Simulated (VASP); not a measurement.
# GaN (P6_3mc) in VASP: a series of runs

The runs below take GaN through electric field gradients, dielectric tensor, with PBE.

Program: VASP 6.6.1. These are calculated values, not measurements. Logs are shortened: lines on timing, memory, paths and dates and some standing lists are left out, and cuts for length are marked.

### 1 The cell of the first run

It takes space group P6_3mc (No. 186, hexagonal). The conventional cell has a = 3.180 Å, b = 3.180 Å, c = 5.166 Å, α = 90.00°, β = 90.00°, γ = 120.00°. Ga (site symmetry 3m) has 4 N at 1.94 to 1.95 Å within 2.6 Å. Within 2.6 Å of N (site symmetry 3m) lie 4 Ga at 1.94 to 1.95 Å.

### 2 Electric field gradients, PBE

INCAR

```
SYSTEM = GaN
PREC = Accurate ; ENCUT = 520
EDIFF = 1E-8 ; ISMEAR = 0
SIGMA = 0.01 ; LREAL = Auto
LASPH = .TRUE. ; NELM = 80
ALGO = Normal ; ISIF = 2
LWAVE = .FALSE. ; LCHARG = .FALSE.
GGA = PE ; LEFG = .TRUE.
NBANDS = 166
```

KPOINTS

```
regular mesh
0
G
  4 4 2
  0 0 0
```

POSCAR

```
GaN
1.0
    6.3600000000      0.0000000000      0.0000000000
   -3.1800000000      5.5079215680      0.0000000000
    0.0000000000      0.0000000000     10.3320000000
Ga N
16 16
Direct
    0.1666666667      0.3333333333      0.9994832847
    0.1666666667      0.3333333333      0.4994832847
    0.1666666667      0.8333333333      0.9994832847
    0.1666666667      0.8333333333      0.4994832847
    0.6666666667      0.3333333333      0.9994832847
    0.6666666667      0.3333333333      0.4994832847
    0.6666666667      0.8333333333      0.9994832847
    0.6666666667      0.8333333333      0.4994832847
    0.3333333333      0.1666666667      0.2494832847
    0.3333333333      0.1666666667      0.7494832847
    0.3333333333      0.6666666667      0.2494832847
    0.3333333333      0.6666666667      0.7494832847
    0.8333333333      0.1666666667      0.2494832847
    0.8333333333      0.1666666667      0.7494832847
    0.8333333333      0.6666666667      0.2494832847
    0.8333333333      0.6666666667      0.7494832847
    0.1666666667      0.3333333333      0.1880167153
    0.1666666667      0.3333333333      0.6880167153
    0.1666666667      0.8333333333      0.1880167153
    0.1666666667      0.8333333333      0.6880167153
    0.6666666667      0.3333333333      0.1880167153
    0.6666666667      0.3333333333      0.6880167153
    0.6666666667      0.8333333333      0.1880167153
    0.6666666667      0.8333333333      0.6880167153
    0.3333333333      0.1666666667      0.4380167153
    0.3333333333      0.1666666667      0.9380167153
    0.3333333333      0.6666666667      0.4380167153
    0.3333333333      0.6666666667      0.9380167153
    0.8333333333      0.1666666667      0.4380167153
    0.8333333333      0.1666666667      0.9380167153
    0.8333333333      0.6666666667      0.4380167153
    0.8333333333      0.6666666667      0.9380167153
```

Potentials or basis: VASP PAW PBE potentials, release 64 (Ga_d, N).

On the command line:

```console
$ cat potpaw_PBE.64/Ga_d/POTCAR potpaw_PBE.64/N/POTCAR > POTCAR
$ mpirun -np 1 vasp_std > vasp.out
```

OUTCAR:

```text
SYSTEM = GaN
   PREC = Accurate
   ENCUT = 520
   EDIFF = 1E-8
   ISMEAR = 0
   LREAL = Auto
   LASPH = .TRUE.
   NELM = 80
   ISIF = 2
   GGA = PE

 ion  position               nearest neighbor table
   1  0.167  0.333  0.999-  26 1.94  28 1.94  30 1.94  17 1.95
   2  0.167  0.333  0.499-  25 1.94  27 1.94  29 1.94  18 1.95
   3  0.167  0.833  0.999-  28 1.94  26 1.94  32 1.94  19 1.95
   4  0.167  0.833  0.499-  27 1.94  25 1.94  31 1.94  20 1.95
   5  0.667  0.333  0.999-  30 1.94  32 1.94  26 1.94  21 1.95
   6  0.667  0.333  0.499-  29 1.94  31 1.94  25 1.94  22 1.95
[... 33 lines left out ...]
 A1 = (   6.3600000000,   0.0000000000,   0.0000000000)
 A2 = (  -3.1800000000,   5.5079215680,   0.0000000000)
 A3 = (   0.0000000000,   0.0000000000,  10.3320000000)

Analysis of symmetry for initial positions (statically):
=====================================================================
 Subroutine PRICEL returns following result:

  LATTYP: Found a hexagonal cell.
 ALAT       =     3.1800000000
 C/A-ratio  =     1.6245283019

  Lattice vectors:

 A1 = (   3.1800000000,   0.0000000000,   0.0000000000)
 A2 = (  -1.5900000000,   2.7539607840,   0.0000000000)
 A3 = (   0.0000000000,   0.0000000000,   5.1660000000)

   8 primitive cells build up your supercell.

 Routine SETGRP: Setting up the symmetry group for a
 hexagonal supercell.

 Subroutine GETGRP returns: Found 12 space group operations
 (whereof  6 operations were pure point group operations)
 out of a pool of 24 trial point group operations.

The static configuration has the point symmetry C_3v.
 The point group associated with its full space group is C_6v.

Analysis of symmetry for dynamics (positions and initial velocities):
=====================================================================
 Subroutine PRICEL returns following result:

  LATTYP: Found a hexagonal cell.
 ALAT       =     3.1800000000
 C/A-ratio  =     1.6245283019

  Lattice vectors:

 A1 = (   3.1800000000,   0.0000000000,   0.0000000000)
 A2 = (  -1.5900000000,   2.7539607840,   0.0000000000)
 A3 = (   0.0000000000,   0.0000000000,   5.1660000000)

   8 primitive cells build up your supercell.

 Routine SETGRP: Setting up the symmetry group for a
 hexagonal supercell.

 Subroutine GETGRP returns: Found 12 space group operations
 (whereof  6 operations were pure point group operations)
 out of a pool of 24 trial point group operations.

The dynamic configuration has the point symmetry C_3v.
 The point group associated with its full space group is C_6v.

 Subroutine INISYM returns: Found 12 space group operations
 (whereof  6 operations are pure point group operations),
 and found     8 'primitive' translations

----------------------------------------------------------------------------------------

                                     Primitive cell

  volume of cell :      45.2417

  direct lattice vectors                    reciprocal lattice vectors
     3.180000000  0.000000000  0.000000000     0.314465409  0.181556688  0.000000000
    -1.590000000  2.753960784  0.000000000     0.000000000  0.363113377  0.000000000
     0.000000000  0.000000000  5.166000000     0.000000000  0.000000000  0.193573364

  length of vectors
     3.180000000  3.180000000  5.166000000     0.363113377  0.363113377  0.193573364

  position of ions in fractional coordinates (direct lattice)
     0.333333333  0.666666667  0.998966569
     0.666666667  0.333333333  0.498966569
     0.333333333  0.666666667  0.376033431
     0.666666667  0.333333333  0.876033431

  ion indices of the primitive-cell ions
   primitive index   ion index
                 1           1
                 2           9
                 3          17
                 4          26

----------------------------------------------------------------------------------------

 KPOINTS: regular mesh

Automatic generation of k-mesh.
 Grid dimensions read from file:
 generate k-points for:    4    4    2

 Generating k-lattice:

  Cartesian coordinates                     Fractional coordinates (reciprocal lattice)
     0.039308176  0.022694586  0.000000000     0.250000000  0.000000000  0.000000000
[... 35 lines left out ...]
   ICHARG =      2    charge: 1-file 2-atom 10-const
   ISPIN  =      1    spin polarized calculation?
   LNONCOLLINEAR =      F non collinear calculations
   LSORBIT =      F    spin-orbit coupling
   LASPH  =      T    aspherical Exc in radial PAW
   ENCUT  =  520.0 eV  38.22 Ry    6.18 a.u.  11.83 11.83 19.21*2*pi/ulx,y,z
   NELM   =     80;   NELMIN=  2; NELMDL= -5     # of ELM steps
   EDIFF  = 0.1E-07   stopping-criterion for ELM
   LREAL  =      T    real-space projection
   EDIFFG = 0.1E-06   stopping-criterion for IOM
   NSW    =      0    number of steps for IOM
   IBRION =     -1    ionic relax: 0-MD 1-quasi-New 2-CG
   NFREE  =      0    steps in history (QN), initial steepest desc. (CG)
   ISIF   =      2    stress and relaxation
   ISYM   =      2    0-nonsym 1-usesym 2-fastsym
   POTIM  = 0.5000    time-step for ionic-motion
   TEBEG  =    0.0;   TEEND  =   0.0 temperature during run
   PSTRESS=    0.0 pullay stress
   NELECT =     288.0000    total number of electrons
   NUPDOWN=      -1.0000    fix difference up-down
   EMIN   =  10.00;   EMAX   =-10.00  energy-range for DOS
   EFERMI =   0.00;   METHOD = LEGACY
   ISMEAR =     0;   SIGMA  =   0.01  broadening in eV -4-tet -1-fermi 0-gaus
   EFERMI_NEDOS =   21; number of points for ismear=-14 and -15
   IALGO  =     38    algorithm
   IMIX   =      4    mixing-type and parameters
     AMIX     =   0.40;   BMIX     =  1.00
     AMIX_MAG =   1.60;   BMIX_MAG =  1.00
  volume/ion in A,a.u.               =      11.31        76.33
  Fermi-wavevector in a.u.,A,eV,Ry     =   1.517036  2.866782 31.312427  2.301398
  Thomas-Fermi vector in A             =   2.626345
   LORBIT       =      0    0 simple, 1 ext, 2 COOP (PROOUT), +10 PAW based schemes
   GGA     = PE    functional components
   LHFCALC =     F    Hartree Fock is set to
   AEXX    =    0.0000 exact exchange contribution
   IVDW    =     0    specifies the selected vdW correction
   LEPSILON=     F    determine dielectric tensor
   LRPA    =     F    only Hartree local field effects (RPA)
 non-spin polarized calculation
 Gauss-broadening in eV      SIGMA  =   0.01
  energy-cutoff  :      520.00
  volume of cell :      361.93
 maximum number of plane-waves:      9768
 NGX is ok and might be reduce to    48
   NGX = 23   NGY = 23   NGZ = 39

 number of electron     288.0000018 magnetization

 Free energy of the ion-electron system (eV)
  ---------------------------------------------------
  ext. energy  EPLUGINS =         0.00000000
  ---------------------------------------------------
  free energy    TOTEN  =      -194.30041219 eV

  energy without entropy =     -194.30041219  energy(sigma->0) =     -194.30041219

 E-fermi :   5.4947     XC(G=0): -11.7219

 val. band max:        5.4218081020   @ k =   0.0000   0.0000   0.0000
 cond. band min:       7.4077136250   @ k =   0.0000   0.0000   0.0000
 fundamental gap:      1.9859055230
 Fermi energy:         5.4946668788

 k-point     1 :       0.0000    0.0000    0.0000
  band No.  band energies     occupation
      1     -10.6378      2.00000
      2     -10.0573      2.00000
      3     -10.0573      2.00000
      4      -9.6966      2.00000
      5      -9.6966      2.00000
      6      -9.6966      2.00000
[... 1261 lines left out ...]
    155      11.9049      0.00000
    156      11.9049      0.00000
 [bands above 156 left out]

------------------------ aborting loop because EDIFF is reached ----------------------------------------

  FORCE on cell =-STRESS in cart. coord.  units (eV):
  Direction    XX          YY          ZZ          XY          YZ          ZX
  --------------------------------------------------------------------------------------
  -------------------------------------------------------------------------------------
  Total       15.8564329     15.8564329     17.7906974      0.0000000      0.0000000      0.0000000
  in kB       70.1918706     70.1918706     78.7543033      0.0000000      0.0000000      0.0000000
  external PRESSURE =      73.0460148 kB  Pullay stress =       0.0000000 kB

 VOLUME and BASIS-vectors are now :
 -----------------------------------------------------------------------------
  energy-cutoff  :      520.00
  volume of cell :      361.93
      direct lattice vectors                 reciprocal lattice vectors
     6.360000000  0.000000000  0.000000000     0.157232704  0.090778344  0.000000000
    -3.180000000  5.507921568  0.000000000     0.000000000  0.181556688  0.000000000
     0.000000000  0.000000000 10.332000000     0.000000000  0.000000000  0.096786682

 POSITION                                       TOTAL-FORCE (eV/Angst)
 -----------------------------------------------------------------------------------
      0.00000      1.83597     10.32666        -0.000000      0.000000     -0.001564
      0.00000      1.83597      5.16066        -0.000000      0.000000     -0.001564
     -1.59000      4.58993     10.32666        -0.000000      0.000000     -0.001564
     -1.59000      4.58993      5.16066        -0.000000      0.000000     -0.001564
      3.18000      1.83597     10.32666        -0.000000      0.000000     -0.001564
      3.18000      1.83597      5.16066        -0.000000      0.000000     -0.001564
[... 24 lines left out ...]
      3.18000      3.67195      4.52559         0.000000     -0.000000      0.001564
      3.18000      3.67195      9.69159         0.000000     -0.000000      0.001564
 -----------------------------------------------------------------------------------
    total drift:                               -0.000003     -0.000007      0.015813

  FREE ENERGIE OF THE ION-ELECTRON SYSTEM (eV)
  ---------------------------------------------------
  free  energy   TOTEN  =      -194.3004121868 eV

  energy  without entropy=     -194.3004121868  energy(sigma->0) =     -194.30041219

 Electric field gradients (V/A^2)
---------------------------------------------------------------------
 ion       V_xx      V_yy      V_zz      V_xy      V_xz      V_yz
---------------------------------------------------------------------
   1      -1.963    -1.959     3.922     0.004    -0.000     0.000
   2      -1.963    -1.959     3.922     0.004    -0.000     0.000
   3      -1.963    -1.959     3.922     0.004    -0.000     0.000
   4      -1.963    -1.959     3.922     0.004    -0.000     0.000
   5      -1.963    -1.959     3.922     0.004    -0.000     0.000
   6      -1.963    -1.959     3.922     0.004    -0.000     0.000
[... 24 lines left out ...]
  31      -0.179    -0.180     0.360    -0.001     0.000    -0.000
  32      -0.179    -0.180     0.360    -0.001     0.000    -0.000
---------------------------------------------------------------------

 Electric field gradients after diagonalization (V/A^2)
 (convention: |V_zz| > |V_xx| > |V_yy|)
----------------------------------------------------------------------
 ion       V_xx      V_yy      V_zz     asymmetry (V_yy - V_xx)/ V_zz
----------------------------------------------------------------------
   1      -1.965    -1.956     3.922       0.002
   2      -1.965    -1.956     3.922       0.002
   3      -1.965    -1.956     3.922       0.002
   4      -1.965    -1.956     3.922       0.002
   5      -1.965    -1.956     3.922       0.002
   6      -1.965    -1.956     3.922       0.002
[... 24 lines left out ...]
  31      -0.181    -0.179     0.360       0.006
  32      -0.181    -0.179     0.360       0.006
----------------------------------------------------------------------

           NMR quadrupolar parameters

 Cq : quadrupolar parameter    Cq=e*Q*V_zz/h
 eta: asymmetry parameters     (V_yy - V_xx)/ V_zz
 Q  : nuclear electric quadrupole moment in mb (millibarn)
----------------------------------------------------------------------
 ion       Cq(MHz)       eta       Q (mb)
----------------------------------------------------------------------
   1       0.009       0.002       1.000
   2       0.009       0.002       1.000
   3       0.009       0.002       1.000
   4       0.009       0.002       1.000
   5       0.009       0.002       1.000
   6       0.009       0.002       1.000
[... 24 lines left out ...]
  31       0.001       0.006       1.000
  32       0.001       0.006       1.000
----------------------------------------------------------------------
```

Run time: 22 min. Hardware: 1 thread of Intel Xeon Platinum 8375C at 2.90GHz (Ice Lake), shared host; peak memory 0.61 GiB.

What came out:

```yaml
Free_energy: -194.3004 eV
Pressure: 7.3 GPa
Band_gap_on_the_k_mesh: 1.99 eV
Largest_electric_field_gradient_by_atom: Ga +3.9; N +0.4 V/Å²
```

Stress tensor (GPa, compression positive):
```
7.02 0.00 0.00
0.00 7.02 0.00
0.00 0.00 7.88
```

Electric field gradients, principal values (V/Å²):
```
 atom   least  middle  greatest (by size)
 1 Ga  -1.956  -1.965               3.922
 2 Ga  -1.956  -1.965               3.922
 3 Ga  -1.956  -1.965               3.922
 4 Ga  -1.956  -1.965               3.922
 5 Ga  -1.956  -1.965               3.922
 6 Ga  -1.956  -1.965               3.922
 7 Ga  -1.956  -1.965               3.922
 8 Ga  -1.956  -1.965               3.922
 9 Ga  -1.956  -1.965               3.922
10 Ga  -1.956  -1.965               3.922
11 Ga  -1.956  -1.965               3.922
12 Ga  -1.956  -1.965               3.922
13 Ga  -1.956  -1.965               3.922
14 Ga  -1.956  -1.965               3.922
15 Ga  -1.956  -1.965               3.922
16 Ga  -1.956  -1.965               3.922
 17 N  -0.179  -0.181               0.360
 18 N  -0.179  -0.181               0.360
 19 N  -0.179  -0.181               0.360
 20 N  -0.179  -0.181               0.360
 21 N  -0.179  -0.181               0.360
 22 N  -0.179  -0.181               0.360
 23 N  -0.179  -0.181               0.360
 24 N  -0.179  -0.181               0.360
 25 N  -0.179  -0.181               0.360
 26 N  -0.179  -0.181               0.360
 27 N  -0.179  -0.181               0.360
 28 N  -0.179  -0.181               0.360
 29 N  -0.179  -0.181               0.360
 30 N  -0.179  -0.181               0.360
 31 N  -0.179  -0.181               0.360
 32 N  -0.179  -0.181               0.360
```

Caveat: the cell stands under pressure; without QUAD_EFG the Cq values of the log hold for a quadrupole moment of 1 mb, not for the nuclei.

[end of part 1 of 3]
